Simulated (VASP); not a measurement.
Au: single point with LDA

Au:

```xyz
1
Lattice="0.0000 2.1030 2.1030 2.0455 0.0575 2.0455 2.0455 2.0455 0.0575" Properties=species:S:1:pos:R:3 pbc="T T T"
Au    0.0000    0.0000    0.0000
```

This cell differs from its parent crystal: strain +0.0562 x Voigt [0, 0, 0, 1, 0, 0].

```yaml
Program: VASP 6.6.1
Task: single point
Functional: LDA
Potentials_or_basis: VASP PAW LDA potentials, release 64 (Au)
Cutoff: 520 eV
k_mesh: 20 × 20 × 20
Occupations: gaussian, width 0.15 eV
Spin: no spin polarisation
Dipole_correction: no
Further_INCAR_settings: ALGO = Normal; EDIFF = 1e-06; NBANDS = 12
```

- Pressure: -4.7 GPa

Stress tensor (GPa, compression positive):
```
-4.92  0.00  0.00
 0.00 -4.60 -1.62
 0.00 -1.62 -4.60
```

Levels at points of the mesh, in eV from the Fermi level:
```tsv
k point	band 4	band 5	band 6	band 7	band 8	band 9
(0.00, 0.00, 0.00)	-4.42	-3.13	-3.11	14.42	17.54	18.52
(0.50, 0.00, 0.00)	-2.14	-1.88	-1.17	2.69	14.14	17.15
(0.00, 0.50, 0.00)	-2.03	-1.79	-0.76	3.43	13.72	16.26
(0.50, 0.50, 0.00)	-1.65	-1.58	1.00	5.77	9.93	9.93
(0.00, 0.50, 0.50)	-1.64	-1.62	0.98	5.71	8.94	10.95
```

Wall time 70 s on 1 thread of Intel(R) Xeon(R) Platinum 8559C (Emerald Rapids), with other jobs on the host, peak memory 0.33 GiB.

Caveat: the cell differs from its parent crystal (strain +0.0562 x Voigt [0, 0, 0, 1, 0, 0]); spin-orbit coupling is left out, which moves the levels of the heavy elements.
